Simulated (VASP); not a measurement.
Input of a VASP 6.6.1 run:

Contents of INCAR:

```
SYSTEM = YPt3F2
  PREC = Accurate
  ENCUT = 600
  EDIFF = 1E-7
  ISMEAR = 0
  SIGMA = 0.1
  LREAL = .False.
  LASPH = .True.
  NELM = 100
  ALGO = Normal
  ISIF = 3
  LWAVE = .False.
  LCHARG = .False.
  GGA = PE
  IBRION = 2
  NSW = 100
  EDIFFG = -0.01
```

KPOINTS

```
regular mesh
0
Gamma
  12 12 8
  0 0 0
```

File POSCAR:

```
YPt3F2
1.0
    4.8901678247      0.0000000000      0.0000000000
   -2.4450839124      4.2350095650      0.0000000000
    0.0000000000      0.0000000000      5.5315673415
Y Pt F
1 3 2
Direct
    0.0000000000      0.0000000000      0.0000000000
    0.5000000000      0.0000000000      0.5000000000
    0.5000000000      0.5000000000      0.5000000000
    0.0000000000      0.5000000000      0.5000000000
    0.3333333333      0.6666666667      0.0000000000
    0.6666666667      0.3333333333      0.0000000000
```

Potentials or basis: VASP PAW PBE potentials, release 64 (Y_sv, Pt, F).

Command:

```sh
$ cat potpaw_PBE.64/Y_sv/POTCAR potpaw_PBE.64/Pt/POTCAR potpaw_PBE.64/F/POTCAR > POTCAR
$ mpirun -np 1 vasp_std > vasp.out
```

Task: What does it give for the space group after relaxing (to 0.05 Å)?

Result: P6/mmm (No. 191).

Task: What does it give for the relaxed cell?

Result: a = 4.882 Å, b = 4.882 Å, c = 5.531 Å, α = 90.00°, β = 90.00°, γ = 120.00°.

The path:
| step | energy change (eV) | largest force (eV/Å) | pressure (GPa) | volume (Å³) |
| --- | --- | --- | --- | --- |
| 1 | 0.0000 | 0.0000 | -0.50 | 114.56 |
| 2 | 0.0010 | 0.0000 | 0.79 | 113.58 |
| 3 | -0.0008 | 0.0000 | 0.02 | 114.16 |

Caveat: an odd number of electrons without spin polarisation forces a metal; a magnetic or distorted state may lie lower.
